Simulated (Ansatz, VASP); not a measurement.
**One calculation of TaN, two programs**

```
Ta N
1.0
     0.00000    2.20863    2.20863
     2.20863    0.00000    2.20863
     2.20863    2.20863    0.00000
Ta N
1 1
Direct
  0.50000 0.50000 0.50000
  0.00000 0.00000 0.00000
```

Alike in both runs: task relaxation of cell and atoms; functional PBE; k mesh 16 × 16 × 16; occupations fermi-dirac, width 0.15 eV; no spin polarisation.

```csv
,VASP,Ansatz
version,VASP 6.6.1,Ansatz 0.2.0
potentials or method,"VASP PAW PBE potentials, release 64 (Ta_pv, N), cutoff 600 eV","scalar-relativistic, plane waves, PAW"
valence electrons in the cell,16,18
```

|  | VASP | Ansatz | Ansatz less VASP |
| --- | --- | --- | --- |
| gap on the k mesh at the Fermi level, each at its own relaxed structure (eV) | none | none | - |
| relaxed volume (Å³/atom) | 10.81 | 10.78 | -0.023 |
| relaxed cell length with the largest relative difference (Å) | 3.127 | 3.124 | -0.0022 |

A gap of «none» marks a metal or a gap that the smearing closes. VASP's potentials hold 16 valence electrons a cell and Ansatz's 18, so a difference there can come from the potentials and not from the codes.

Neither program's run includes spin-orbit coupling.
